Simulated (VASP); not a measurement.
# GaN (F-43m) in VASP: single point with PBE

Aim: the single point of GaN with PBE.

Program: VASP 6.6.1. These are calculated values, not measurements. Logs are shortened: lines on timing, memory, paths and dates and some standing lists are left out, and cuts for length are marked.

## (1) The cell of the first run

The structure is cubic, space group F-43m (No. 216). The conventional cell has a = 4.507 Å, b = 4.507 Å, c = 4.507 Å, α = 90.00°, β = 90.00°, γ = 90.00°. Within 2.6 Å of Ga (site symmetry -43m) lie 4 N at 1.95 Å. Within 2.6 Å of N (site symmetry -43m) lie 4 Ga at 1.95 Å.

## (2) Single point, PBE

Contents of INCAR:

```
PREC     = Accurate       # precision mode
ENCUT    = 520            # plane-wave cutoff, eV
EDIFF    = 1E-6           # SCF threshold, eV
ISMEAR   = 0              # smearing method
SIGMA    = 0.01           # smearing width, eV
LREAL    = F              # projectors in reciprocal space
LASPH    = T              # aspherical terms in the spheres
NELM     = 100            # most SCF steps
ALGO     = Normal         # electronic algorithm
ISIF     = 2              # what is computed and relaxed
LWAVE    = F              # write WAVECAR
LCHARG   = F              # write CHGCAR
GGA      = PE             # functional
NBANDS   = 16             # bands
```

Contents of KPOINTS:

```
regular mesh
0
Gamma
  8 8 8
```

Contents of POSCAR:

```
GaN
1.0
    0.0000000000      2.2535006100      2.2535006100
    2.2535006100      0.0000000000      2.2535006100
    2.2535006100      2.2535006100      0.0000000000
Ga N
1 1
Direct
    0.0000000000      0.0000000000      0.0000000000
    0.7500000000      0.7500000000      0.7500000000
```

Potentials or basis: VASP PAW PBE potentials, release 64 (Ga_d, N).

On the command line:

```sh
$ cat potpaw_PBE.64/Ga_d/POTCAR potpaw_PBE.64/N/POTCAR > POTCAR
$ mpirun -np 1 vasp_std > vasp.out
```

OUTCAR:

```text
PREC = Accurate
   ENCUT = 520
   EDIFF = 1E-6
   ISMEAR = 0
   LREAL = F
   LASPH = T
   NELM = 100
   ISIF = 2
   GGA = PE

 ion  position               nearest neighbor table
   1  0.000  0.000  0.000-   2 1.95   2 1.95   2 1.95   2 1.95
   2  0.750  0.750  0.750-   1 1.95   1 1.95   1 1.95   1 1.95

  LATTYP: Found a face centered cubic cell.
 ALAT       =     4.5070012200

  Lattice vectors:

 A1 = (   0.0000000000,   2.2535006100,   2.2535006100)
 A2 = (   2.2535006100,   0.0000000000,   2.2535006100)
 A3 = (   2.2535006100,   2.2535006100,   0.0000000000)

Analysis of symmetry for initial positions (statically):
=====================================================================
 Subroutine PRICEL returns:
 Original cell was already a primitive cell.

 Routine SETGRP: Setting up the symmetry group for a
 face centered cubic supercell.

 Subroutine GETGRP returns: Found 24 space group operations
 (whereof 24 operations were pure point group operations)
 out of a pool of 48 trial point group operations.

The static configuration has the point symmetry T_d .

Analysis of symmetry for dynamics (positions and initial velocities):
=====================================================================
 Subroutine PRICEL returns:
 Original cell was already a primitive cell.

 Routine SETGRP: Setting up the symmetry group for a
 face centered cubic supercell.

 Subroutine GETGRP returns: Found 24 space group operations
 (whereof 24 operations were pure point group operations)
 out of a pool of 48 trial point group operations.

The dynamic configuration has the point symmetry T_d .

 Subroutine INISYM returns: Found 24 space group operations
 (whereof 24 operations are pure point group operations),
 and found     1 'primitive' translations

----------------------------------------------------------------------------------------

                                     Primitive cell

  volume of cell :      22.8877

  direct lattice vectors                    reciprocal lattice vectors
     0.000000000  2.253500610  2.253500610    -0.221877020  0.221877020  0.221877020
     2.253500610  0.000000000  2.253500610     0.221877020 -0.221877020  0.221877020
     2.253500610  2.253500610  0.000000000     0.221877020  0.221877020 -0.221877020

  length of vectors
     3.186931125  3.186931125  3.186931125     0.384302272  0.384302272  0.384302272

  position of ions in fractional coordinates (direct lattice)
     0.000000000  0.000000000  0.000000000
     0.750000000  0.750000000  0.750000000

[... 76 lines left out ...]
   EDIFF  = 0.1E-05   stopping-criterion for ELM
   LREAL  =      F    real-space projection
   EDIFFG = 0.1E-04   stopping-criterion for IOM
   NSW    =      0    number of steps for IOM
   IBRION =     -1    ionic relax: 0-MD 1-quasi-New 2-CG
   NFREE  =      0    steps in history (QN), initial steepest desc. (CG)
   ISIF   =      2    stress and relaxation
   ISYM   =      2    0-nonsym 1-usesym 2-fastsym
   POTIM  = 0.5000    time-step for ionic-motion
   TEBEG  =    0.0;   TEEND  =   0.0 temperature during run
   PSTRESS=    0.0 pullay stress
   NELECT =      18.0000    total number of electrons
   NUPDOWN=      -1.0000    fix difference up-down
   EMIN   =  10.00;   EMAX   =-10.00  energy-range for DOS
   EFERMI =   0.00;   METHOD = LEGACY
   ISMEAR =     0;   SIGMA  =   0.01  broadening in eV -4-tet -1-fermi 0-gaus
   EFERMI_NEDOS =   21; number of points for ismear=-14 and -15
   IALGO  =     38    algorithm
   IMIX   =      4    mixing-type and parameters
     AMIX     =   0.40;   BMIX     =  1.00
     AMIX_MAG =   1.60;   BMIX_MAG =  1.00
  volume/ion in A,a.u.               =      11.44        77.23
  Fermi-wavevector in a.u.,A,eV,Ry     =   1.511117  2.855596 31.068543  2.283473
  Thomas-Fermi vector in A             =   2.621216
   LORBIT       =      0    0 simple, 1 ext, 2 COOP (PROOUT), +10 PAW based schemes
   GGA     = PE    functional components
   LHFCALC =     F    Hartree Fock is set to
   AEXX    =    0.0000 exact exchange contribution
   IVDW    =     0    specifies the selected vdW correction
   LEPSILON=     F    determine dielectric tensor
   LRPA    =     F    only Hartree local field effects (RPA)
 non-spin polarized calculation
 Gauss-broadening in eV      SIGMA  =   0.01
  energy-cutoff  :      520.00
  volume of cell :       22.89
 maximum number of plane-waves:       636
   NGX = 11   NGY = 11   NGZ = 11

 number of electron      18.0000004 magnetization

 Free energy of the ion-electron system (eV)
  ---------------------------------------------------
  ext. energy  EPLUGINS =         0.00000000
  ---------------------------------------------------
  free energy    TOTEN  =       -12.14275254 eV

  energy without entropy =      -12.14275254  energy(sigma->0) =      -12.14275254

 E-fermi :   5.3482     XC(G=0): -11.6668

 val. band max:        5.2818092598   @ k =   0.0000   0.0000   0.0000
 cond. band min:       7.0059835859   @ k =   0.0000   0.0000   0.0000
 fundamental gap:      1.7241743261
 Fermi energy:         5.3482367322

 k-point     1 :       0.0000    0.0000    0.0000
  band No.  band energies     occupation
      1     -10.6518      2.00000
      2      -8.1604      2.00000
      3      -8.1604      2.00000
      4      -8.1604      2.00000
      5      -7.8407      2.00000
      6      -7.8407      2.00000
[... 433 lines left out ...]
      3      -7.9942      2.00000
      4      -7.8606      2.00000
      5      -7.8077      2.00000
      6      -6.2854      2.00000
[... 8 lines left out ...]
     15      24.0839      0.00000
     16      26.3562      0.00000

 [... further k-points ...]

------------------------ aborting loop because EDIFF is reached ----------------------------------------

  FORCE on cell =-STRESS in cart. coord.  units (eV):
  Direction    XX          YY          ZZ          XY          YZ          ZX
  --------------------------------------------------------------------------------------
  -------------------------------------------------------------------------------------
  Total        0.7260259      0.7260259      0.7260259      0.0000000      0.0000000      0.0000000
  in kB       50.8229252     50.8229252     50.8229252      0.0000000      0.0000000      0.0000000
  external PRESSURE =      50.8229252 kB  Pullay stress =       0.0000000 kB

 VOLUME and BASIS-vectors are now :
 -----------------------------------------------------------------------------
  energy-cutoff  :      520.00
  volume of cell :       22.89
      direct lattice vectors                 reciprocal lattice vectors
     0.000000000  2.253500610  2.253500610    -0.221877020  0.221877020  0.221877020
     2.253500610  0.000000000  2.253500610     0.221877020 -0.221877020  0.221877020
     2.253500610  2.253500610  0.000000000     0.221877020  0.221877020 -0.221877020

 POSITION                                       TOTAL-FORCE (eV/Angst)
 -----------------------------------------------------------------------------------
      0.00000      0.00000      0.00000         0.000000      0.000000      0.000000
      3.38025      3.38025      3.38025        -0.000000     -0.000000     -0.000000
 -----------------------------------------------------------------------------------
    total drift:                               -0.000002     -0.000002     -0.000002

  FREE ENERGIE OF THE ION-ELECTRON SYSTEM (eV)
  ---------------------------------------------------
  free  energy   TOTEN  =       -12.1427525371 eV

  energy  without entropy=      -12.1427525371  energy(sigma->0) =      -12.14275254
```

OSZICAR:

```text
N       E                     dE             d eps       ncg     rms          rms(c)
DAV:   1     0.819773183406E+02    0.81977E+02   -0.91742E+03  1032   0.203E+03
DAV:   2    -0.834205980990E+01   -0.90319E+02   -0.83818E+02  1064   0.327E+02
DAV:   3    -0.140789000366E+02   -0.57368E+01   -0.57158E+01  1064   0.709E+01
DAV:   4    -0.141428164403E+02   -0.63916E-01   -0.63910E-01  1176   0.803E+00
DAV:   5    -0.141437253023E+02   -0.90886E-03   -0.90886E-03  1104   0.867E-01    0.772E+00
DAV:   6    -0.121419320295E+02    0.20018E+01   -0.49261E+00  1392   0.397E+01    0.268E+00
DAV:   7    -0.121503525780E+02   -0.84205E-02   -0.31866E-01  1016   0.657E+00    0.177E+00
DAV:   8    -0.121466898386E+02    0.36627E-02   -0.57897E-02  1112   0.326E+00    0.792E-01
DAV:   9    -0.121424867655E+02    0.42031E-02   -0.14415E-02  1368   0.274E+00    0.200E-01
DAV:  10    -0.121428495631E+02   -0.36280E-03   -0.15432E-03  1088   0.548E-01    0.985E-02
DAV:  11    -0.121427473114E+02    0.10225E-03   -0.29547E-04  1368   0.264E-01    0.843E-03
DAV:  12    -0.121427527931E+02   -0.54817E-05   -0.31109E-05  1056   0.536E-02    0.107E-02
DAV:  13    -0.121427525371E+02    0.25593E-06   -0.69596E-07   848   0.145E-02
   1 F= -.12142753E+02 E0= -.12142753E+02  d E =-.226697E-23
```

Wall time 19 s (1 thread of AMD EPYC 7R13 (Zen 3), shared host); peak memory 0.11 GiB.

What came out:

| Quantity | Value |
| --- | --- |
| Free energy | -12.1428 eV |
| Pressure | 5.1 GPa |
| Band gap on the k mesh | 1.72 eV, direct |

Expect the measured gap to be larger: semilocal functionals such as PBE lack the derivative discontinuity.
